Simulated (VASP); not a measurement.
# InWS4 (P6mm) in VASP: a series of runs, part 2 of 2

VASP 6.6.1.

**3. Single point, PBE, collinear spin, ferrimagnetic start**

This run uses another cell than the first one, of 25.73 Å³/atom, 1.165 times its volume.

INCAR reads:

```
SYSTEM = InWS4
PREC     = Accurate       ! precision mode
ENCUT    = 520            ! plane-wave cutoff, eV
EDIFF    = 1E-6           ! SCF threshold, eV
ISMEAR   = 0              ! smearing method
SIGMA    = 0.1            ! smearing width, eV
LREAL    = .False.        ! projectors in reciprocal space
LASPH    = .True.         ! aspherical terms in the spheres
NELM     = 150            ! most SCF steps
ALGO     = Normal         ! electronic algorithm
ISIF     = 2              ! what is computed and relaxed
LWAVE    = .False.        ! write WAVECAR
LCHARG   = .True.         ! write CHGCAR
ISPIN    = 2              ! spin polarisation
MAGMOM   = 0.06 1.78 -0.21 -0.21 0.1 0.1 ! initial moments
LORBIT   = 11             ! projections on sites
LMAXMIX  = 4              ! l up to which the mixer works
GGA      = PE             ! functional
LELF     = .True.         ! ELF
LVHAR    = .True.       
NBANDS   = 38             ! bands
```

KPOINTS reads:

```
Automatic mesh
0
Gamma
  3 3 4
  0 0 0
```

POSCAR reads:

```
InWS4
1.0
    5.9417884500      0.0000000000      0.0000000000
   -2.9708942300      5.1457397400      0.0000000000
    0.0000000000      0.0000000000      5.0483104100
In W S
1 1 4
Direct
    0.0000000000      0.0000000000      0.2310791700
    0.0000000000      0.0000000000      0.6611044600
    0.3333333300      0.6666666700      0.8354744600
    0.6666666700      0.3333333300      0.8354744600
    0.3333333300      0.6666666700      0.3285958100
    0.6666666700      0.3333333300      0.3285958100
```

Potentials or basis: VASP PAW PBE potentials, release 64 (In_d, W_sv, S).

On the command line:

```bash
$ cat potpaw_PBE.64/In_d/POTCAR potpaw_PBE.64/W_sv/POTCAR potpaw_PBE.64/S/POTCAR > POTCAR
$ mpirun -np 1 vasp_std > vasp.out
```

OUTCAR:

```text
SYSTEM = InWS4
   PREC = Accurate
   ENCUT = 520
   EDIFF = 1E-6
   ISMEAR = 0
   LREAL = .False.
   LASPH = .True.
   NELM = 150
   ISIF = 2
   ISPIN = 2
   LORBIT = 11
   GGA = PE

 ion  position               nearest neighbor table
   1  0.000  0.000  0.231-   2 2.17   2 2.88
   2  0.000  0.000  0.661-   1 2.17   1 2.88
   3  0.333  0.667  0.835-   5 2.49   5 2.56
   4  0.667  0.333  0.835-   6 2.49   6 2.56
   5  0.333  0.667  0.329-   3 2.49   3 2.56
   6  0.667  0.333  0.329-   4 2.49   4 2.56

  LATTYP: Found a hexagonal cell.
 ALAT       =     5.9417884500
 C/A-ratio  =     0.8496280964

  Lattice vectors:

 A1 = (   5.9417884500,   0.0000000000,   0.0000000000)
 A2 = (  -2.9708942300,   5.1457397400,   0.0000000000)
 A3 = (   0.0000000000,   0.0000000000,   5.0483104100)
[... 918 lines left out ...]
  Direction    XX          YY          ZZ          XY          YZ          ZX
  --------------------------------------------------------------------------------------
  -------------------------------------------------------------------------------------
  Total      -10.4616752    -10.4616752     20.1014499      0.0000000      0.0000000      0.0000000
  in kB     -108.5927330   -108.5927329    208.6540950      0.0000001      0.0000000      0.0000000
  external PRESSURE =      -2.8437903 kB  Pullay stress =       0.0000000 kB

 VOLUME and BASIS-vectors are now :
 -----------------------------------------------------------------------------
  energy-cutoff  :      520.00
  volume of cell :      154.35
      direct lattice vectors                 reciprocal lattice vectors
     5.941788450  0.000000000  0.000000000     0.168299496  0.097167759  0.000000000
    -2.970894230  5.145739740  0.000000000     0.000000000  0.194335518  0.000000000
     0.000000000  0.000000000  5.048310410     0.000000000  0.000000000  0.198086076

 POSITION                                       TOTAL-FORCE (eV/Angst)
 -----------------------------------------------------------------------------------
      0.00000      0.00000      1.16656        -0.000000     -0.000000    -12.260082
      0.00000      0.00000      3.33746         0.000000     -0.000000     12.683604
     -0.00000      3.43049      4.21773         0.000000     -0.000000      0.126699
      2.97089      1.71525      4.21773        -0.000000      0.000000      0.126699
     -0.00000      3.43049      1.65885        -0.000000      0.000000     -0.338460
      2.97089      1.71525      1.65885        -0.000000     -0.000000     -0.338460
 -----------------------------------------------------------------------------------
    total drift:                               -0.000000     -0.000000     -0.000383

  FREE ENERGIE OF THE ION-ELECTRON SYSTEM (eV)
  ---------------------------------------------------
  free  energy   TOTEN  =       -20.9736771037 eV

  energy  without entropy=      -20.9275708192  energy(sigma->0) =      -20.95062396

 total charge

# of ion       s       p       d       tot
------------------------------------------
    1        1.112   0.608   9.911  11.631
    2        2.355   6.069   3.447  11.871
    3        1.414   2.072   0.000   3.486
    4        1.414   2.072   0.000   3.486
    5        1.412   2.092   0.000   3.505
    6        1.412   2.092   0.000   3.505
--------------------------------------------------
tot          9.119  15.006  13.358  37.484

 magnetization (x)

# of ion       s       p       d       tot
------------------------------------------
    1       -0.004   0.108   0.049   0.152
    2        0.093   0.033   2.443   2.570
    3       -0.000  -0.172   0.000  -0.172
    4       -0.000  -0.172   0.000  -0.172
    5        0.002   0.077   0.000   0.080
    6        0.002   0.077   0.000   0.080
--------------------------------------------------
tot          0.094  -0.048   2.492   2.538
```

OSZICAR:

```text
N       E                     dE             d eps       ncg     rms          rms(c)
DAV:   1     0.460361280849E+03    0.46036E+03   -0.23944E+04  1504   0.134E+03
DAV:   2     0.314942958874E+02   -0.42887E+03   -0.40596E+03  1408   0.358E+02
DAV:   3    -0.205000521974E+02   -0.51994E+02   -0.47844E+02  1764   0.120E+02
[... 11 lines left out ...]
DAV:  15    -0.209736574895E+02   -0.12527E-03   -0.83861E-04  1586   0.140E-01    0.121E-01
DAV:  16    -0.209736566701E+02    0.81947E-06   -0.38520E-04  1618   0.917E-02    0.719E-02
DAV:  17    -0.209736832762E+02   -0.26606E-04   -0.14608E-04  1542   0.566E-02    0.375E-02
DAV:  18    -0.209736734891E+02    0.97871E-05   -0.39456E-05  1704   0.313E-02    0.212E-02
DAV:  19    -0.209736767120E+02   -0.32229E-05   -0.13292E-05  1538   0.166E-02    0.803E-03
DAV:  20    -0.209736771037E+02   -0.39170E-06   -0.12287E-06  1156   0.492E-03
   1 F= -.20973677E+02 E0= -.20950624E+02  d E =-.461063E-01  mag=     3.1714
```

stdout:

```text
POSCAR found type information on POSCAR InW S
 POSCAR found :  3 types and       6 ions
 scaLAPACK will be used
 LDA part: xc-table for (Slater+PW92), standard interpolation
 POSCAR, INCAR and KPOINTS ok, starting setup
 FFT: planning ... GRIDC
 FFT: planning ... GRID_SOFT
 FFT: planning ... GRID
 WAVECAR not read
 entering main loop
```

Run time: 1.8 min. Hardware: 1 thread of Intel Xeon 6975P-C (Granite Rapids), shared host; peak memory 0.39 GiB.

What came out:

| Quantity | Value |
| --- | --- |
| Free energy | -20.9737 eV |
| Pressure | -0.3 GPa |
| Largest force | 12.684 eV/Å |
| Net moment | 3.17 μB per cell |
| Site moments | In +0.15; W +2.57; S -0.17, +0.08 μB |
| Valence electrons inside the program's atomic spheres | In 11.63; W 11.87; S 3.49, 3.50 |

Forces in eV/Å, atoms in the order of the input:
```
In    0.000   0.000 -12.260
W     0.000   0.000  12.684
S     0.000   0.000   0.127
S     0.000   0.000   0.127
S     0.000   0.000  -0.338
S     0.000   0.000  -0.338
```

Caveat: the k points lie up to 0.41 Å⁻¹ apart; forces of over 1 eV/Å act on the atoms, so gaps and moduli don't describe the material at rest.
